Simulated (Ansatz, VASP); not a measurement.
## BaS in VASP and in Ansatz

```
Ba S
1.0
     3.83376    0.00000    0.00000
     0.00000    3.83376    0.00000
     0.00000    0.00000    3.83376
Ba S
1 1
Direct
  0.00000 0.00000 0.00000
  0.50000 0.50000 0.50000
```

Alike in both runs: task single point; functional PBE; k mesh 4 × 4 × 4; no spin polarisation.

```csv
,VASP,Ansatz
version,VASP 6.6.1,Ansatz 0.2.0
potentials or method,"VASP PAW PBE potentials, release 64 (Ba_sv, S)","plane waves, PAW"
plane-wave cutoff (eV),520,420
occupations,"gaussian, width 0.01 eV",fixed
valence electrons in the cell,16,16
```

|  | VASP | Ansatz | Ansatz less VASP |
| --- | --- | --- | --- |
| gap on the k mesh at the Fermi level (eV) | 1.42 | 1.55 | +0.130 |

Spin-orbit coupling is off throughout.
